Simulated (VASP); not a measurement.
# NiGe (P4/mmm) in VASP: relaxation of cell and atoms with PBE

Aim: the relaxation of cell and atoms of NiGe with PBE.

All numbers are computed with VASP 6.6.1; they aren't measurements. Logs are shortened: lines on timing, memory, paths and dates and some standing lists are left out, and cuts for length are marked.

### Step 1. The cell of the first run

It takes space group P4/mmm (No. 123, tetragonal). The conventional cell has a = 2.756 Å, b = 2.756 Å, c = 3.613 Å, α = 90.00°, β = 90.00°, γ = 90.00°. Ni (site symmetry 4/mmm) has 8 Ge at 2.66 Å and 4 Ni at 2.76 Å within 3.5 Å. Within 3.5 Å of Ge (site symmetry 4/mmm) lie 8 Ni at 2.66 Å and 4 Ge at 2.76 Å.

### Step 2. Relaxation of cell and atoms, PBE

INCAR reads:

```
SYSTEM = NiGe
PREC     = Accurate       ! precision mode
ENCUT    = 600            ! plane-wave cutoff, eV
EDIFF    = 1E-7           ! SCF threshold, eV
ISMEAR   = 0              ! smearing method
SIGMA    = 0.1            ! smearing width, eV
LREAL    = .False.        ! projectors in reciprocal space
LASPH    = .True.         ! aspherical terms in the spheres
NELM     = 80             ! most SCF steps
ALGO     = Normal         ! electronic algorithm
ISIF     = 3              ! what is computed and relaxed
LWAVE    = .False.        ! write WAVECAR
LCHARG   = .False.        ! write CHGCAR
GGA      = PE             ! functional
IBRION   = 2              ! ionic algorithm
NSW      = 90             ! ionic steps
EDIFFG   = -0.04          ! ionic threshold
```

KPOINTS reads:

```
regular mesh
0
Gamma
  6 6 6
  0 0 0
```

POSCAR reads:

```
NiGe
1.0
    2.7561760212      0.0000000000      0.0000000000
    0.0000000000      2.7561760212      0.0000000000
    0.0000000000      0.0000000000      3.6125592849
Ni Ge
1 1
Direct
    0.5000000000      0.5000000000      0.5000000000
    0.0000000000      0.0000000000      0.0000000000
```

Potentials or basis: VASP PAW PBE potentials, release 64 (Ni, Ge_d).

The run is started by

```bash
> cat potpaw_PBE.64/Ni/POTCAR potpaw_PBE.64/Ge_d/POTCAR > POTCAR
> mpirun -np 1 vasp_std > vasp.out
```

OUTCAR:

```text
SYSTEM = NiGe
   PREC = Accurate
   ENCUT = 600
   EDIFF = 1E-7
   ISMEAR = 0
   LREAL = .False.
   LASPH = .True.
   NELM = 80
   ISIF = 3
   GGA = PE
   IBRION = 2
   NSW = 90
   EDIFFG = -0.04

 ion  position               nearest neighbor table
   1  0.500  0.500  0.500-   2 2.66   2 2.66   2 2.66   2 2.66   2 2.66   2 2.66   2 2.66   2 2.66

   2  0.000  0.000  0.000-   1 2.66   1 2.66   1 2.66   1 2.66   1 2.66   1 2.66   1 2.66   1 2.66

  LATTYP: Found a simple tetragonal cell.
 ALAT       =     2.7561760212
 C/A-ratio  =     1.3107142857

  Lattice vectors:

 A1 = (   2.7561760212,   0.0000000000,   0.0000000000)
 A2 = (   0.0000000000,   2.7561760212,   0.0000000000)
 A3 = (   0.0000000000,   0.0000000000,   3.6125592849)

Analysis of symmetry for initial positions (statically):
=====================================================================
 Subroutine PRICEL returns:
 Original cell was already a primitive cell.

 Routine SETGRP: Setting up the symmetry group for a
 simple tetragonal supercell.

 Subroutine GETGRP returns: Found 16 space group operations
 (whereof 16 operations were pure point group operations)
 out of a pool of 16 trial point group operations.

The static configuration has the point symmetry D_4h.

Analysis of symmetry for dynamics (positions and initial velocities):
=====================================================================
 Subroutine PRICEL returns:
 Original cell was already a primitive cell.

 Routine SETGRP: Setting up the symmetry group for a
 simple tetragonal supercell.

 Subroutine GETGRP returns: Found 16 space group operations
 (whereof 16 operations were pure point group operations)
 out of a pool of 16 trial point group operations.

The dynamic configuration has the point symmetry D_4h.

 Subroutine INISYM returns: Found 16 space group operations
 (whereof 16 operations are pure point group operations),
 and found     1 'primitive' translations

----------------------------------------------------------------------------------------

                                     Primitive cell

  volume of cell :      27.4428

  direct lattice vectors                    reciprocal lattice vectors
     2.756176021  0.000000000  0.000000000     0.362821530  0.000000000  0.000000000
     0.000000000  2.756176021  0.000000000     0.000000000  0.362821530  0.000000000
     0.000000000  0.000000000  3.612559285     0.000000000  0.000000000  0.276812066

  length of vectors
     2.756176021  2.756176021  3.612559285     0.362821530  0.362821530  0.276812066

  position of ions in fractional coordinates (direct lattice)
     0.500000000  0.500000000  0.500000000
     0.000000000  0.000000000  0.000000000

  ion indices of the primitive-cell ions
   primitive index   ion index
                 1           1
                 2           2

----------------------------------------------------------------------------------------

 KPOINTS: regular mesh

Automatic generation of k-mesh.
 Grid dimensions read from file:
 generate k-points for:    6    6    6

 Generating k-lattice:

  Cartesian coordinates                     Fractional coordinates (reciprocal lattice)
     0.060470255  0.000000000  0.000000000     0.166666667  0.000000000  0.000000000
     0.000000000  0.060470255  0.000000000     0.000000000  0.166666667  0.000000000
     0.000000000  0.000000000  0.046135344     0.000000000  0.000000000  0.166666667

  Length of vectors
     0.060470255  0.060470255  0.046135344

  Shift w.r.t. Gamma in fractional coordinates (k-lattice)
     0.000000000  0.000000000  0.000000000

 Subroutine IBZKPT returns following result:
 ===========================================

 Found     40 irreducible k-points:

 Following reciprocal coordinates:
            Coordinates               Weight
  0.000000  0.000000  0.000000      1.000000
  0.166667  0.000000  0.000000      4.000000
  0.333333  0.000000  0.000000      4.000000
  0.500000  0.000000  0.000000      2.000000
  0.166667  0.166667  0.000000      4.000000
  0.333333  0.166667  0.000000      8.000000
[... 16 lines left out ...]
  0.333333  0.000000  0.333333      8.000000
  0.500000  0.000000  0.333333      4.000000
 [... further k-points ...]
   k-points           NKPTS =     40   k-points in BZ     NKDIM =     40   number of bands    NBANDS=     16
   number of dos      NEDOS =    301   number of ions     NIONS =      2
   total plane-waves  NPLWV =  17280
   dimension x,y,z NGX =    24 NGY =   24 NGZ =   30
   dimension x,y,z NGXF=    48 NGYF=   48 NGZF=   60
   ions per type =               1   1
   NGX,Y,Z   is equivalent  to a cutoff of  14.48, 14.48, 13.81 a.u.
   NGXF,Y,Z  is equivalent  to a cutoff of  28.95, 28.95, 27.61 a.u.
 SYSTEM =  NiGe
   PREC   = accura    normal or accurate (medium, high low for compatibility)
   ISTART =      0    job   : 0-new  1-cont  2-samecut
   ICHARG =      2    charge: 1-file 2-atom 10-const
   ISPIN  =      1    spin polarized calculation?
   LNONCOLLINEAR =      F non collinear calculations
   LSORBIT =      F    spin-orbit coupling
   LASPH  =      T    aspherical Exc in radial PAW
   ENCUT  =  600.0 eV  44.10 Ry    6.64 a.u.   5.50  5.50  7.22*2*pi/ulx,y,z
   NELM   =     80;   NELMIN=  2; NELMDL= -5     # of ELM steps
   EDIFF  = 0.1E-06   stopping-criterion for ELM
   LREAL  =      F    real-space projection
   EDIFFG = -.4E-01   stopping-criterion for IOM
   NSW    =     90    number of steps for IOM
   IBRION =      2    ionic relax: 0-MD 1-quasi-New 2-CG
   NFREE  =      1    steps in history (QN), initial steepest desc. (CG)
   ISIF   =      3    stress and relaxation
   ISYM   =      2    0-nonsym 1-usesym 2-fastsym
   POTIM  = 0.5000    time-step for ionic-motion
   TEBEG  =    0.0;   TEEND  =   0.0 temperature during run
   PSTRESS=    0.0 pullay stress
   NELECT =      24.0000    total number of electrons
   NUPDOWN=      -1.0000    fix difference up-down
   EMIN   =  10.00;   EMAX   =-10.00  energy-range for DOS
   EFERMI =   0.00;   METHOD = LEGACY
   ISMEAR =     0;   SIGMA  =   0.10  broadening in eV -4-tet -1-fermi 0-gaus
   EFERMI_NEDOS =   21; number of points for ismear=-14 and -15
   IALGO  =     38    algorithm
   IMIX   =      4    mixing-type and parameters
     AMIX     =   0.40;   BMIX     =  1.00
     AMIX_MAG =   1.60;   BMIX_MAG =  1.00
  volume/ion in A,a.u.               =      13.72        92.60
  Fermi-wavevector in a.u.,A,eV,Ry     =   1.565557  2.958474 33.347464  2.450969
  Thomas-Fermi vector in A             =   2.668016
   LORBIT       =      0    0 simple, 1 ext, 2 COOP (PROOUT), +10 PAW based schemes
   GGA     = PE    functional components
   LHFCALC =     F    Hartree Fock is set to
   AEXX    =    0.0000 exact exchange contribution
   IVDW    =     0    specifies the selected vdW correction
   LEPSILON=     F    determine dielectric tensor
   LRPA    =     F    only Hartree local field effects (RPA)
 conjugate gradient relaxation of ions
 non-spin polarized calculation
 Gauss-broadening in eV      SIGMA  =   0.10
  energy-cutoff  :      600.00
  volume of cell :       27.44
 maximum number of plane-waves:       930
 NGX is ok and might be reduce to    24
   NGX = 11   NGY = 11   NGZ = 15

--------------------------------------- Ionic step        1  -------------------------------------------

 number of electron      24.0000017 magnetization

 Free energy of the ion-electron system (eV)
  ---------------------------------------------------
  ext. energy  EPLUGINS =         0.00000000
  ---------------------------------------------------
  free energy    TOTEN  =        -9.99929543 eV

  energy without entropy =       -9.99371951  energy(sigma->0) =       -9.99650747

------------------------ aborting loop because EDIFF is reached ----------------------------------------

  FORCE on cell =-STRESS in cart. coord.  units (eV):
  Direction    XX          YY          ZZ          XY          YZ          ZX
  --------------------------------------------------------------------------------------
  -------------------------------------------------------------------------------------
  Total       -0.4573901     -0.4573901     -1.8244597      0.0000000      0.0000000     -0.0000000
  in kB      -26.7035190    -26.7035190   -106.5162754      0.0000000      0.0000000     -0.0000000
  external PRESSURE =     -53.3077711 kB  Pullay stress =       0.0000000 kB
[... 89 lines left out ...]
  FREE ENERGIE OF THE ION-ELECTRON SYSTEM (eV)
  ---------------------------------------------------
  free  energy   TOTEN  =       -10.0418123624 eV

  energy  without entropy=      -10.0370837547  energy(sigma->0) =      -10.03944806

[... ionic steps 4 to 7 ...]

--------------------------------------- Ionic step        8  -------------------------------------------

 number of electron      24.0000002 magnetization

------------------------ aborting loop because EDIFF is reached ----------------------------------------

  FORCE on cell =-STRESS in cart. coord.  units (eV):
  Direction    XX          YY          ZZ          XY          YZ          ZX
  --------------------------------------------------------------------------------------
  -------------------------------------------------------------------------------------
  Total        0.1334667      0.1334667      0.1628192      0.0000000      0.0000000     -0.0000000
  in kB        8.2056431      8.2056431     10.0102599      0.0000000      0.0000000     -0.0000000
  external PRESSURE =       8.8071821 kB  Pullay stress =       0.0000000 kB
[... 57 lines left out ...]
  energy  without entropy=      -10.1066819035  energy(sigma->0) =      -10.10984640

--------------------------------------- Ionic step       10  -------------------------------------------

 number of electron      24.0000000 magnetization

 Free energy of the ion-electron system (eV)
  ---------------------------------------------------
  ext. energy  EPLUGINS =         0.00000000
  ---------------------------------------------------
  free energy    TOTEN  =       -10.11451848 eV

  energy without entropy =      -10.10914121  energy(sigma->0) =      -10.11182984

 E-fermi :   9.5395     XC(G=0): -12.7379

 val. band max:        9.5182614054   @ k =   0.5000   0.3333   0.5000
 cond. band min:       9.6189132999   @ k =   0.3333   0.1667   0.3333
 fundamental gap:      0.1006518945
 Fermi energy:         9.5395183322

 k-point     1 :       0.0000    0.0000    0.0000
  band No.  band energies     occupation
      1     -15.4758      2.00000
      2     -15.4651      2.00000
      3     -15.3698      2.00000
      4     -15.3698      2.00000
      5     -15.3684      2.00000
      6      -3.9057      2.00000
[... 8 lines left out ...]
     15      17.0208      0.00000
     16      18.1148      0.00000
[... 420 lines left out ...]
  band No.  band energies     occupation
      1     -15.4359      2.00000
      2     -15.4281      2.00000
      3     -15.4004      2.00000
      4     -15.3880      2.00000
      5     -15.3338      2.00000
      6       0.5642      2.00000
[... 8 lines left out ...]
     15      16.7731      0.00000
     16      21.1045      0.00000

 [... further k-points ...]
[... 5 lines left out ...]
  --------------------------------------------------------------------------------------
  -------------------------------------------------------------------------------------
  Total       -0.0264557     -0.0264557      0.0172964      0.0000000      0.0000000     -0.0000000
  in kB       -1.6151437     -1.6151437      1.0559650      0.0000000      0.0000000     -0.0000000
  external PRESSURE =      -0.7247742 kB  Pullay stress =       0.0000000 kB
[... 17 lines left out ...]
  FREE ENERGIE OF THE ION-ELECTRON SYSTEM (eV)
  ---------------------------------------------------
  free  energy   TOTEN  =       -10.1145184833 eV

  energy  without entropy=      -10.1091412051  energy(sigma->0) =      -10.11182984

 reached required accuracy - stopping structural energy minimisation
```

Wall time 2.4 min (1 thread of Intel Xeon Platinum 8375C at 2.90GHz (Ice Lake), shared host); peak memory 0.16 GiB.

What came out:

| Item | Value |
| --- | --- |
| Free energy | -10.1145 eV |
| Relaxed volume | 13.12 Å³/atom |
| Relaxed cell | a = 2.954 Å, b = 2.954 Å, c = 3.008 Å, α = 90.00°, β = 90.00°, γ = 90.00° |
| Space group after relaxing (to 0.05 Å) | P4/mmm (No. 123) |
| Energy gained by relaxing | 57.6 meV/atom |
| Ionic steps | 10 |
| Pressure after relaxing | -0.1 GPa |
| Band gap on the k mesh | zero (band 12 reaches 11.78 eV, above the bottom of band 13 at 8.96 eV) |

Step by step:
| step | energy change (eV) | largest force (eV/Å) | pressure (GPa) | volume (Å³) |
| --- | --- | --- | --- | --- |
| 1 | 0.0000 | 0.0000 | -5.33 | 27.44 |
| 2 | -0.0421 | 0.0000 | 3.29 | 25.66 |
| 3 | -0.0425 | 0.0000 | 2.37 | 25.82 |
| 4 | -0.0684 | 0.0000 | 2.00 | 25.92 |
| 5 | -0.0823 | 0.0000 | 1.68 | 25.99 |
| 6 | -0.1029 | 0.0000 | 1.22 | 26.07 |
| 7 | -0.1074 | 0.0000 | 1.08 | 26.08 |
| 8 | -0.1147 | 0.0000 | 0.88 | 26.06 |
| 9 | -0.1137 | 0.0000 | -1.56 | 26.56 |
| 10 | -0.1152 | 0.0000 | -0.07 | 26.24 |

Final structure:
```
Ni Ge
1.0
     2.95363    0.00000    0.00000
     0.00000    2.95363    0.00000
     0.00000    0.00000    3.00819
Ni Ge
1 1
Direct
  0.50000 0.50000 0.50000
  0.00000 0.00000 0.00000
```

Caveat: the k points lie up to 0.35 Å⁻¹ apart in the final cell. Spin polarisation is off, so any magnetic state and its effect on volume and gap are missing.
